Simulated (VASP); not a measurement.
A run of VASP 6.6.1 is set up as follows.

The input INCAR:

```
SYSTEM = NiO2
ALGO = Normal
EDIFF = 1E-6
ENCUT = 520
GGA = PS
ISIF = 2
ISMEAR = 0
LASPH = .True.
LCHARG = .True.
LELF = .True.
LREAL = .False.
LVHAR = .True.
LWAVE = .False.
NBANDS = 18
NELM = 60
PREC = Accurate
SIGMA = 0.05
```

KPOINTS

```
k-points
0
Gamma
  12 12 6
  0 0 0
```

The input POSCAR:

```
NiO2
1.0
    2.8028105550      0.0000000000      0.0000000000
   -1.4014052775      2.4273051426      0.0000000000
    0.0000000000      0.0000000000      4.9060395955
Ni O
1 2
Direct
    0.0000000000      0.0000000000      0.5000000000
    0.6666666667      0.3333333333      0.6499533987
    0.3333333333      0.6666666667      0.3500466013
```

Potentials or basis: VASP PAW PBE potentials, release 64 (Ni, O).

Launch:

```bash
$ cat potpaw_PBE.64/Ni/POTCAR potpaw_PBE.64/O/POTCAR > POTCAR
$ mpirun -np 1 vasp_std > vasp.out
```

Task: What does it give for the pressure?

Result: 29.8 GPa.

Task: Predict the largest force.

Result: 4.118 eV/Å.

Forces in eV/Å, atoms in the order of the input:
```
Ni   0.000  0.000  0.000
O    0.000  0.000  4.118
O    0.000  0.000 -4.118
```

Caveat: the PAW data sets were made with another functional, which shifts forces and pressure a little. Spin polarisation is off, so any magnetic state and its effect on volume and gap are missing.
